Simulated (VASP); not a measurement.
TiAl: single point with PBEsol

The system is TiAl.

```
Ti Al
1.0
     3.27221    0.00000    0.00000
     0.00000    3.38774    0.00000
     0.00000    0.00000    3.15638
Ti Al
1 1
Cartesian
  0.0000 0.0000 0.0000
  1.6361 1.6939 1.5782
```

This cell differs from its parent crystal: normal strain along x +0.0367, normal strain along y +0.0733.

| Quantity | Value |
| --- | --- |
| Program | VASP 6.6.1 |
| Task | single point |
| Functional | PBEsol |
| Potentials or basis | VASP PAW PBE potentials, release 64 (Ti_sv, Al) |
| Cutoff | 520 eV |
| k mesh | 14 × 14 × 14 |
| Occupations | gaussian, width 0.15 eV |
| Spin | no spin polarisation |

| Quantity | Value |
| --- | --- |
| Pressure | -10.1 GPa |

Stress tensor (GPa, compression positive):
```
-11.05   0.00   0.00
  0.00  -7.74   0.00
  0.00   0.00 -11.43
```

Levels at points of the mesh, in eV from the Fermi level:
| k point | band 4 | band 5 | band 6 | band 7 | band 8 | band 9 | band 10 | band 11 | band 12 | band 13 |
| --- | --- | --- | --- | --- | --- | --- | --- | --- | --- | --- |
| (0.00, 0.00, 0.00) | -33.06 | -8.85 | -1.29 | -1.16 | 1.48 | 1.66 | 1.80 | 3.20 | 4.05 | 5.01 |
| (0.50, 0.00, 0.00) | -33.05 | -5.86 | -4.91 | -0.46 | -0.23 | 0.52 | 1.83 | 2.69 | 6.35 | 8.00 |
| (0.00, 0.50, 0.00) | -33.05 | -6.15 | -4.99 | -0.52 | 0.11 | 0.50 | 1.92 | 2.34 | 6.50 | 8.54 |
| (0.50, 0.50, 0.00) | -33.04 | -4.98 | -2.26 | -2.09 | -1.43 | 0.90 | 0.95 | 2.32 | 3.91 | 4.12 |
| (0.00, 0.00, 0.50) | -33.10 | -5.53 | -4.82 | -0.36 | -0.19 | 0.16 | 1.71 | 3.05 | 6.44 | 8.07 |
| (0.50, 0.00, 0.50) | -33.12 | -4.52 | -1.94 | -1.75 | -1.25 | 0.40 | 0.48 | 2.60 | 4.22 | 4.55 |
| (0.00, 0.50, 0.50) | -33.09 | -4.73 | -2.18 | -1.82 | -1.33 | 0.61 | 0.74 | 2.41 | 4.18 | 4.32 |
| (0.50, 0.50, 0.50) | -33.20 | -2.81 | -2.79 | -2.78 | 0.25 | 2.40 | 2.62 | 2.67 | 2.74 | 2.85 |

Wall time 2.2 min on 1 thread of Intel(R) Xeon(R) 6975P-C (Granite Rapids), with other jobs on the host, peak memory 0.35 GiB.

Caveat: the cell differs from its parent crystal (normal strain along x +0.0367, normal strain along y +0.0733); the PAW data sets were made with another functional, which shifts forces and pressure a little.
